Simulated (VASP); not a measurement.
# LiPdF3 (P6_3/mmc) in VASP: further runs

LiPdF3 is run at these levels: PBEsol; tasks: single point, relaxation of cell and atoms.

Program: VASP 6.6.1. These are calculated values, not measurements. Logs are shortened: lines on timing, memory, paths and dates and some standing lists are left out, and cuts for length are marked.

**1. The cell of the first run**

It takes space group P6_3/mmc (No. 194, hexagonal). Conventional cell: a = 5.035 Å, b = 5.035 Å, c = 6.406 Å, α = 90.00°, β = 90.00°, γ = 120.00°. Li (site symmetry -6m2) has 12 F at 2.52 to 3.53 Å and 6 Pd at 3.32 Å within 3.6 Å. Pd (site symmetry -3m) has 6 F at 2.14 Å within 2.8 Å. F (site symmetry mm2) has 2 Pd at 2.14 Å and 4 F at 2.47 to 2.57 Å and 2 Li at 2.52 Å within 2.8 Å.

**2. Single point, PBEsol**

INCAR

```
SYSTEM = LiPdF3
PREC = Accurate ; ENCUT = 520
EDIFF = 1E-6 ; ISMEAR = -1
SIGMA = 0.03 ; LREAL = .False.
LASPH = .True. ; NELM = 100
ALGO = Normal ; ISIF = 2
LWAVE = .False. ; LCHARG = .False.
GGA = PS ; NBANDS = 45
```

KPOINTS

```
regular mesh
0
Gamma
  6 6 6
  0 0 0
```

POSCAR

```
LiPdF3
1.0
    5.0347229845      0.0000000000      0.0000000000
   -2.5173614923      4.3601980056      0.0000000000
    0.0000000000      0.0000000000      6.4063567590
Li Pd F
2 2 6
Direct
    0.6666666667      0.3333333333      0.2500000000
    0.3333333333      0.6666666667      0.7500000000
    0.0000000000      0.0000000000      0.5000000000
    0.0000000000      0.0000000000      0.0000000000
    0.3264076623      0.1632038311      0.7500000000
    0.6735923377      0.8367961689      0.2500000000
    0.8367961689      0.1632038311      0.7500000000
    0.1632038311      0.8367961689      0.2500000000
    0.8367961689      0.6735923377      0.7500000000
    0.1632038311      0.3264076623      0.2500000000
```

Potentials or basis: VASP PAW PBE potentials, release 64 (Li_sv, Pd, F).

Run with:

```sh
$ cat potpaw_PBE.64/Li_sv/POTCAR potpaw_PBE.64/Pd/POTCAR potpaw_PBE.64/F/POTCAR > POTCAR
$ mpirun -np 1 vasp_std > vasp.out
```

OUTCAR:

```text
SYSTEM = LiPdF3
   PREC = Accurate
   ENCUT = 520
   EDIFF = 1E-6
   ISMEAR = -1
   LREAL = .False.
   LASPH = .True.
   NELM = 100
   ISIF = 2
   GGA = PS

 ion  position               nearest neighbor table
   1  0.667  0.333  0.250-
   2  0.333  0.667  0.750-
   3  0.000  0.000  0.500-   7 2.14   8 2.14   5 2.14   6 2.14   9 2.14  10 2.14   4 3.20   4 3.20

   4  0.000  0.000  0.000-   7 2.14   8 2.14   5 2.14   6 2.14   9 2.14  10 2.14   3 3.20   3 3.20

   5  0.326  0.163  0.750-   3 2.14   4 2.14
   6  0.674  0.837  0.250-   3 2.14   4 2.14
   7  0.837  0.163  0.750-   3 2.14   4 2.14
   8  0.163  0.837  0.250-   3 2.14   4 2.14
   9  0.837  0.674  0.750-   3 2.14   4 2.14
  10  0.163  0.326  0.250-   3 2.14   4 2.14

  LATTYP: Found a hexagonal cell.
 ALAT       =     5.0347229845
 C/A-ratio  =     1.2724348050

  Lattice vectors:

 A1 = (   5.0347229845,   0.0000000000,   0.0000000000)
 A2 = (  -2.5173614923,   4.3601980056,   0.0000000000)
 A3 = (   0.0000000000,   0.0000000000,   6.4063567590)

Analysis of symmetry for initial positions (statically):
=====================================================================
 Subroutine PRICEL returns:
 Original cell was already a primitive cell.

 Routine SETGRP: Setting up the symmetry group for a
 hexagonal supercell.

 Subroutine GETGRP returns: Found 24 space group operations
 (whereof 12 operations were pure point group operations)
 out of a pool of 24 trial point group operations.

The static configuration has the point symmetry D_3d.
 The point group associated with its full space group is D_6h.

Analysis of symmetry for dynamics (positions and initial velocities):
=====================================================================
 Subroutine PRICEL returns:
 Original cell was already a primitive cell.

 Routine SETGRP: Setting up the symmetry group for a
 hexagonal supercell.

 Subroutine GETGRP returns: Found 24 space group operations
 (whereof 12 operations were pure point group operations)
 out of a pool of 24 trial point group operations.

The dynamic configuration has the point symmetry D_3d.
 The point group associated with its full space group is D_6h.

 Subroutine INISYM returns: Found 24 space group operations
 (whereof 12 operations are pure point group operations),
 and found     1 'primitive' translations

[... 115 lines left out ...]
   NFREE  =      0    steps in history (QN), initial steepest desc. (CG)
   ISIF   =      2    stress and relaxation
   ISYM   =      2    0-nonsym 1-usesym 2-fastsym
   POTIM  = 0.5000    time-step for ionic-motion
   TEBEG  =    0.0;   TEEND  =   0.0 temperature during run
   PSTRESS=    0.0 pullay stress
   NELECT =      68.0000    total number of electrons
   NUPDOWN=      -1.0000    fix difference up-down
   EMIN   =  10.00;   EMAX   =-10.00  energy-range for DOS
   EFERMI =   0.00;   METHOD = LEGACY
   ISMEAR =    -1;   SIGMA  =   0.03  broadening in eV -4-tet -1-fermi 0-gaus
   EFERMI_NEDOS =   21; number of points for ismear=-14 and -15
   IALGO  =     38    algorithm
   IMIX   =      4    mixing-type and parameters
     AMIX     =   0.40;   BMIX     =  1.00
     AMIX_MAG =   1.60;   BMIX_MAG =  1.00
  volume/ion in A,a.u.               =      14.06        94.91
  Fermi-wavevector in a.u.,A,eV,Ry     =   1.284932  2.428170 22.463904  1.651050
  Thomas-Fermi vector in A             =   2.417096
   LORBIT       =      0    0 simple, 1 ext, 2 COOP (PROOUT), +10 PAW based schemes
   GGA     = PS    functional components
   LHFCALC =     F    Hartree Fock is set to
   AEXX    =    0.0000 exact exchange contribution
   IVDW    =     0    specifies the selected vdW correction
   LEPSILON=     F    determine dielectric tensor
   LRPA    =     F    only Hartree local field effects (RPA)
 non-spin polarized calculation
  energy-cutoff  :      520.00
  volume of cell :      140.63
 maximum number of plane-waves:      3851
 NGX is ok and might be reduce to    40
   NGX = 19   NGY = 19   NGZ = 23

 number of electron      67.9999990 magnetization

 Free energy of the ion-electron system (eV)
  ---------------------------------------------------
  ext. energy  EPLUGINS =         0.00000000
  ---------------------------------------------------
  free energy    TOTEN  =       -41.12568978 eV

  energy without entropy =      -41.08679546  energy(sigma->0) =      -41.10624262

 E-fermi :   1.8706     XC(G=0):  -9.0975

 val. band max:        1.8653535780   @ k =   0.5000  -0.0000   0.0000
 cond. band min:       1.8717429154   @ k =   0.5000  -0.0000   0.3333
 fundamental gap:      0.0063893374
 Fermi energy:         1.8706139497

 k-point     1 :       0.0000    0.0000    0.0000
  band No.  band energies     occupation
      1     -44.2531      2.00000
      2     -44.2529      2.00000
      3     -21.5964      2.00000
      4     -21.3822      2.00000
      5     -20.7596      2.00000
      6     -20.7596      2.00000
[... 1141 lines left out ...]
     44       9.7262      0.00000
     45      11.4491      0.00000

 [... further k-points ...]

------------------------ aborting loop because EDIFF is reached ----------------------------------------

  FORCE on cell =-STRESS in cart. coord.  units (eV):
  Direction    XX          YY          ZZ          XY          YZ          ZX
  --------------------------------------------------------------------------------------
  -------------------------------------------------------------------------------------
  Total       -0.2438680     -0.2438680     -0.1403360      0.0000000      0.0000000     -0.0000000
  in kB       -2.7782569     -2.7782569     -1.5987723      0.0000000      0.0000000     -0.0000000
  external PRESSURE =      -2.3850954 kB  Pullay stress =       0.0000000 kB

 VOLUME and BASIS-vectors are now :
 -----------------------------------------------------------------------------
  energy-cutoff  :      520.00
  volume of cell :      140.63
      direct lattice vectors                 reciprocal lattice vectors
     5.034722985  0.000000000  0.000000000     0.198620660  0.114673691  0.000000000
    -2.517361492  4.360198006  0.000000000     0.000000000  0.229347383  0.000000000
     0.000000000  0.000000000  6.406356759     0.000000000  0.000000000  0.156094960

 POSITION                                       TOTAL-FORCE (eV/Angst)
 -----------------------------------------------------------------------------------
      2.51736      1.45340      1.60159        -0.000000      0.000000      0.000000
     -0.00000      2.90680      4.80477        -0.000000      0.000000      0.000000
      0.00000      0.00000      3.20318        -0.000000      0.000000      0.000000
      0.00000      0.00000      0.00000        -0.000000      0.000000      0.000000
      1.23253      0.71160      4.80477        -0.000854     -0.000493      0.000000
      1.28483      3.64860      1.60159         0.000854      0.000493     -0.000000
      3.80219      0.71160      4.80477         0.000854     -0.000493      0.000000
     -1.28483      3.64860      1.60159        -0.000854      0.000493     -0.000000
      2.51736      2.93700      4.80477        -0.000000      0.000986     -0.000000
     -0.00000      1.42320      1.60159         0.000000     -0.000986      0.000000
 -----------------------------------------------------------------------------------
    total drift:                               -0.000001      0.000000      0.000000

  FREE ENERGIE OF THE ION-ELECTRON SYSTEM (eV)
  ---------------------------------------------------
  free  energy   TOTEN  =       -41.1256897768 eV

  energy  without entropy=      -41.0867954573  energy(sigma->0) =      -41.10624262
```

Wall time 88 s (1 thread of Intel Xeon 6975P-C (Granite Rapids), shared host); peak memory 0.34 GiB.

Results:

* Free energy: -41.1257 eV
* Band gap on the k mesh: zero (bands 34 and 35 overlap by 0.06 eV)

Caveat: the cutoff is under 1.25 times the usual one of these potentials, so pressure, stress and relaxed cells hold a basis-set (Pulay) error; the PAW data sets were made with another functional, which shifts forces and pressure a little.

[end of part 1 of 2]
